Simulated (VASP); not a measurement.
Wanted: the native input for a VASP 6.6.1 run.

* Task: single point
* Functional: LDA
* Potentials or basis: VASP PAW LDA potentials, release 64 (Te, Mo_sv)
* Cutoff: 500 eV
* k mesh: 12 × 12 × 2
* Occupations: gaussian, width 0.02 eV
* Spin: no spin polarisation
* Dipole correction: no
* Further INCAR settings: ALGO = Normal; EDIFF = 1e-06; NBANDS = 20

The structure of Te2Mo lies in POSCAR:

```
Te2Mo
1.0
    3.4665480208      0.0000000000      0.0000000000
   -1.7332740104      3.0021186495      0.0000000000
    0.0000000000      0.0000000000     18.0454056671
Te Mo
2 1
Direct
    0.3333333333      0.6666666667      0.9005062624
    0.3333333333      0.6666666667      0.0994937376
    0.0000000000      0.0000000000      0.0000000000
```

One way to write it, as run:

INCAR

```
PREC     = Accurate       # precision mode
ENCUT    = 500            # plane-wave cutoff, eV
EDIFF    = 1E-6           # SCF threshold, eV
ISMEAR   = 0              # smearing method
SIGMA    = 0.02           # smearing width, eV
LREAL    = False          # projectors in reciprocal space
LASPH    = True           # aspherical terms in the spheres
NELM     = 120            # most SCF steps
ALGO     = Normal         # electronic algorithm
ISIF     = 2              # what is computed and relaxed
LWAVE    = False          # write WAVECAR
LCHARG   = False          # write CHGCAR
NBANDS   = 20             # bands
GGA_COMPAT= False
```

KPOINTS

```
regular mesh
0
Gamma
  12 12 2
```

Potentials or basis: VASP PAW LDA potentials, release 64 (Te, Mo_sv).

The run is started by

```bash
$ cat potpaw_LDA.64/Te/POTCAR potpaw_LDA.64/Mo_sv/POTCAR > POTCAR
$ mpirun -np 1 vasp_std > vasp.out
```

It gave:

| Item | Value |
| --- | --- |
| Largest force | 0.051 eV/Å |
| Band gap on the k mesh | 1.24 eV, direct |

Caveat: spin-orbit coupling is left out, which moves the levels of the heavy elements.

Run time: 120 s on 1 thread of Intel(R) Xeon(R) 6975P-C (Granite Rapids), with other jobs on the host, peak memory 0.33 GiB.
